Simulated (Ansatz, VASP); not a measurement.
# One calculation of Ta4C3, two programs

```
Ta C
1.0
     4.40260    0.00000    0.00000
     0.00000    4.40260    0.00000
     0.00000    0.00000    4.40260
Ta C
4 3
Cartesian
  0.0600 2.2013 2.2013
  2.1855 0.0000 2.2013
  2.1855 2.2013 0.0000
  -0.0258 0.0000 0.0000
  2.1898 0.0000 0.0000
  -0.0140 2.2013 0.0000
  -0.0140 0.0000 2.2013
```

Change from the starting cell: mode 4 (110.7 1/cm) frozen in, largest displacement -0.060 Å.

Alike in both runs: task single point; functional PBEsol; k mesh 10 × 10 × 10; occupations gaussian, width 0.15 eV; no spin polarisation.

|  | VASP | Ansatz |
| --- | --- | --- |
| version | VASP 6.6.1 | Ansatz 0.2.0 |
| potentials or method | VASP PAW PBE potentials, release 64 (Ta_pv, C), cutoff 520 eV | scalar-relativistic, plane waves, PAW |
| valence electrons in the cell | 56 | 64 |

|  | VASP | Ansatz | Ansatz less VASP |
| --- | --- | --- | --- |
| gap on the k mesh at the Fermi level (eV) | none | none | - |
| pressure (GPa) | 0.8 | 0.2 | -0.68 |
| traceless stress, the component that is largest in VASP (GPa) | -0.08 | -0.08 | -0.001 |
| rms of the force components (eV/Å) | 0.120 | 0.121 | +0.0011 |

VASP's potentials were made for PBE, not for PBEsol. Atom by atom the forces differ by 0.001 eV/Å (rms over components). A gap of «none» marks a metal or a gap that the smearing closes. The functional is the same, so the differences come from potentials, cutoffs and numerics. VASP's potentials hold 56 valence electrons a cell and Ansatz's 64, so a difference there can come from the potentials and not from the codes.

Neither program's run includes spin-orbit coupling.
